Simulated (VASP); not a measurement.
Set up this calculation in VASP 6.6.1, as the native input.

| Quantity | Value |
| --- | --- |
| Task | single point |
| Functional | PBE |
| Potentials or basis | VASP PAW PBE potentials, release 64 (Cd, Se) |
| Cutoff | 520 eV |
| k mesh | 9 × 9 × 5 |
| Occupations | fermi-dirac, width 0.08 eV |
| Spin | no spin polarisation |
| Dipole correction | no |
| Further INCAR settings | ALGO = Normal; EDIFF = 1e-07; NBANDS = 26 |

The structure of CdSe (wurtzite type) lies in POSCAR:

```
CdSe
1.0
    4.1015400739      0.0000000000      0.0000000000
   -2.0507700370      3.5520378987      0.0000000000
    0.0000000000      0.0000000000      6.7671050755
Cd Se
2 2
Direct
    0.3333333333      0.6666666667      0.0018609395
    0.6666666667      0.3333333333      0.5018609395
    0.3333333333      0.6666666667      0.3741390605
    0.6666666667      0.3333333333      0.8741390605
```

These files were run (other wordings do the same):

INCAR

```
  PREC = Accurate
  ENCUT = 520
  EDIFF = 1E-7
  ISMEAR = -1
  SIGMA = 0.08
  LREAL = False
  LASPH = True
  NELM = 60
  ALGO = Normal
  ISIF = 2
  LWAVE = False
  LCHARG = False
  GGA = PE
  NBANDS = 26
```

KPOINTS

```
Automatic mesh
0
Gamma
  9 9 5
```

Potentials or basis: VASP PAW PBE potentials, release 64 (Cd, Se).

Command:

```console
$ cat potpaw_PBE.64/Cd/POTCAR potpaw_PBE.64/Se/POTCAR > POTCAR
$ mpirun -np 1 vasp_std > vasp.out
```

It gave:

```json
{
 "Pressure": "13.6 GPa",
 "Band gap on the k mesh": "0.93 eV, direct"
}
```

Run time: 59 s on 1 thread of Intel(R) Xeon(R) Platinum 8559C (Emerald Rapids), with other jobs on the host, peak memory 0.25 GiB.
